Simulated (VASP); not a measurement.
# Fe: single point with PBEsol

Crystal: Fe.

```
CELL_PARAMETERS angstrom
2.45028 0.00000 0.00000
-1.22514 2.12200 0.00000
0.00000 0.00000 3.86738
ATOMIC_POSITIONS crystal
Fe 0.66667 0.33333 0.75000
Fe 0.33333 0.66667 0.25000
```

* Program: VASP 6.6.1
* Task: single point
* Functional: PBEsol
* Potentials or basis: VASP PAW PBE potentials, release 64 (Fe)
* Cutoff: 520 eV
* k mesh: 12 × 12 × 7
* Occupations: fermi-dirac, width 0.05 eV
* Spin: collinear spin, ferromagnetic start
* Starting moments: [3.0, 3.0] μB
* Dipole correction: no
* Further INCAR settings: ALGO = Fast; EDIFF = 1e-06; NBANDS = 19

```yaml
Pressure: -7.9 GPa
Band_gap_on_the_k_mesh: zero (filled and empty bands overlap)
Net_moment: 0.00 μB per cell
Valence_electrons_inside_the_program's_atomic_spheres: Fe 7.55
```

Stress tensor (GPa, compression positive):
```
-8.29  0.00  0.00
 0.00 -8.29  0.00
 0.00  0.00 -7.03
```

Levels at points of the mesh, in eV from the Fermi level:
Spin up:
```
           k point  band 5  band 6  band 7  band 8  band 9  band 10  band 11  band 12
(0.00, 0.00, 0.00)   -1.57   -1.23   -1.23   -0.89   -0.89     0.51     0.71     0.71
(0.50, 0.00, 0.00)   -2.03   -1.57   -1.11    0.81    1.04     1.09     2.70     4.86
```
Spin down:
| k point | band 4 | band 5 | band 6 | band 7 | band 8 | band 9 | band 10 | band 11 | band 12 | band 13 |
| --- | --- | --- | --- | --- | --- | --- | --- | --- | --- | --- |
| (0.00, 0.00, 0.00) | -1.71 | -1.57 | -1.23 | -1.23 | -0.89 | -0.89 | 0.51 | 0.71 | 0.71 | 8.89 |
| (0.50, 0.00, 0.00) | -2.13 | -2.03 | -1.57 | -1.11 | 0.81 | 1.04 | 1.09 | 2.69 | 4.86 | 11.35 |

Run time: 24 s on 1 thread of Intel(R) Xeon(R) 6975P-C (Granite Rapids), on a shared host, peak memory 0.16 GiB.

Caveat: the starting moments collapsed, and a magnetic state may lie lower; the PAW data sets were made with another functional, which shifts forces and pressure a little.
